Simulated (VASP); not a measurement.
Write the native input for VASP 6.6.1 that does the following.

```yaml
Task: relaxation of cell and atoms
Functional: PBE
Potentials_or_basis: VASP PAW PBE potentials, release 64 (Sc_sv, Te)
Cutoff: 600 eV
k_mesh: 6 × 6 × 4
Occupations: gaussian, width 0.1 eV
Spin: no spin polarisation
Dipole_correction: no
Further_INCAR_settings: ALGO = Normal; EDIFF = 1e-06; IBRION = 2; EDIFFG = -0.04; NSW = 90; ISIF = 3
```

The structure of Sc4Te lies in POSCAR:

```
Sc4Te
1.0
    5.0401003200      0.0000000000      0.0000000000
   -2.5200501600      4.3648549200      0.0000000000
    0.0000000000      0.0000000000      5.4736740800
Sc Te
4 1
Direct
    0.0000000000      0.0000000000      0.5000000000
    0.5000000000      0.0000000000      0.0000000000
    0.0000000000      0.5000000000      0.0000000000
    0.5000000000      0.5000000000      0.0000000000
    0.0000000000      0.0000000000      0.0000000000
```

The input as run:

INCAR

```
SYSTEM = Sc4Te
PREC = Accurate
ENCUT = 600
EDIFF = 1E-6
ISMEAR = 0
SIGMA = 0.1
LREAL = .False.
LASPH = .True.
NELM = 60
ALGO = Normal
ISIF = 3
LWAVE = .False.
LCHARG = .False.
GGA = PE
IBRION = 2
NSW = 90
EDIFFG = -0.04
```

KPOINTS

```
regular mesh
0
Gamma
  6 6 4
  0 0 0
```

Potentials or basis: VASP PAW PBE potentials, release 64 (Sc_sv, Te).

The run is started by

```sh
$ cat potpaw_PBE.64/Sc_sv/POTCAR potpaw_PBE.64/Te/POTCAR > POTCAR
$ mpirun -np 1 vasp_std > vasp.out
```

It gave:

```yaml
Relaxed_volume: 33.35 Å³/atom
Relaxed_cell: a = 5.987 Å, b = 5.987 Å, c = 5.372 Å, α = 90.00°, β = 90.00°, γ = 120.00°
Space_group_after_relaxing_to_0.05_Å: P6/mmm (No. 191)
Energy_gained_by_relaxing: 890.4 meV/atom
Ionic_steps: 7
Pressure_after_relaxing: 0.1 GPa
Band_gap_on_the_k_mesh: zero (band 25 reaches 3.15 eV, above the bottom of band 26 at 2.47 eV)
```

Caveat: the volume moved by over 15 % at a fixed basis, so the end points are rough; spin-orbit coupling is left out, which moves the levels of the heavy elements.

Wall time 5.7 min on 1 thread of Intel(R) Xeon(R) 6975P-C (Granite Rapids), on a shared host, peak memory 0.31 GiB.
